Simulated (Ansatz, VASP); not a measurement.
**Au in VASP and in Ansatz**

The input INCAR:

```
PREC = Accurate
ENCUT = 500
EDIFF = 1E-6
ISMEAR = -1
SIGMA = 0.06122561905347299
LREAL = False
LASPH = True
NELM = 120
ALGO = Normal
ISIF = 2
LWAVE = False
LCHARG = True
GGA = PE
LELF = True
LVHAR = True
NBANDS = 12
GGA_COMPAT = False
```

The input KPOINTS:

```
Automatic mesh
0
Gamma
  12 12 12
```

POSCAR

```
Au
1.0
    0.0000000000      2.0998589096      2.0998589096
    2.0998589096      0.0000000000      2.0998589096
    2.0998589096      2.0998589096      0.0000000000
Au
1
Direct
    0.0000000000      0.0000000000      0.0000000000
```

Input for Ansatz:

```yaml
crystal:
  atoms:
  - position: [0.0, 0.0, 0.0]
    symbol: Au
  lattice:
  - [0.0, 2.0998589096441367, 2.0998589096441367]
  - [2.0998589096441367, 0.0, 2.0998589096441367]
  - [2.0998589096441367, 2.0998589096441367, 0.0]
hamiltonian:
  dispersion: none
  pseudopotentials:
    kind: all_electron
    lapw: {}
    relativity: scalar
  xc: pbe
kpoints:
  mp_grid:
    grid: [12, 12, 12]
    shift: [0, 0, 0]
magnetization: {spin_polarized: false}
output: {forces: true, stress: true}
scf:
  occupations: {method: fermi_dirac, width: 0.06122561905347299}
```

Alike in both runs: task single point; functional PBE; k mesh 12 × 12 × 12; occupations fermi-dirac, width 0.0612256 eV; no spin polarisation.

|  | VASP | Ansatz |
| --- | --- | --- |
| version | VASP 6.6.1 | Ansatz 0.2 development build |
| potentials or method | VASP PAW PBE potentials, release 64 (Au), cutoff 500 eV | all-electron full-potential LAPW, scalar-relativistic |

```tsv
	VASP	Ansatz	Ansatz less VASP
pressure (GPa)	-3.8	-3.7	+0.15
```

Ansatz ran all-electron here, and VASP with PAW potentials.

Neither program's run includes spin-orbit coupling.
